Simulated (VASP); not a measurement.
The system is Ge.

```
Ge
1.0
     0.00000    2.88069    2.88069
     2.88069    0.00000    2.88069
     2.88069    2.88069    0.00000
Ge
2
Direct
  0.00000 0.00000 0.00000
  0.25000 0.25000 0.25000
```

* Program: VASP 6.6.1
* Task: relaxation of cell and atoms
* Functional: LDA
* Potentials or basis: VASP PAW LDA potentials, release 64 (Ge_d)
* Cutoff: 600 eV
* k mesh: 8 × 8 × 8
* Occupations: fermi-dirac, width 0.02 eV
* Spin: no spin polarisation

At the start: pressure -4.3 GPa; volume 23.91 Å³/atom.

Problem. How do energy, volume and symmetry change on relaxing?

Solution. Over 7 steps the energy falls by 23.7 meV/atom and the volume is 22.25 Å³/atom (-6.9 %); space group Fd-3m (No. 227, to 0.05 Å).

The path:
| step | energy change (eV) | largest force (eV/Å) | pressure (GPa) | volume (Å³) |
| --- | --- | --- | --- | --- |
| 1 | 0.0000 | 0.0000 | -4.33 | 47.81 |
| 2 | -0.0425 | 0.0000 | 1.41 | 43.48 |
| 3 | -0.0474 | 0.0000 | 0.15 | 44.45 |
| 4 | -0.0474 | 0.0000 | -0.29 | 44.55 |
| 5 | -0.0474 | 0.0000 | -0.16 | 44.53 |
| 6 | -0.0474 | 0.0000 | -0.04 | 44.51 |
| 7 | -0.0474 | 0.0000 | -0.01 | 44.50 |

Final structure:
```cif
data_structure
_symmetry_space_group_name_H-M 'P 1'
_symmetry_Int_Tables_number 1
_cell_length_a 3.9778
_cell_length_b 3.9778
_cell_length_c 3.9778
_cell_angle_alpha 60.000
_cell_angle_beta 60.000
_cell_angle_gamma 60.000
_cell_volume 44.50
loop_
_atom_site_label
_atom_site_type_symbol
_atom_site_fract_x
_atom_site_fract_y
_atom_site_fract_z
_atom_site_occupancy
Ge1 Ge 0.00000 0.00000 0.00000 1
Ge2 Ge 0.25000 0.25000 0.25000 1
```
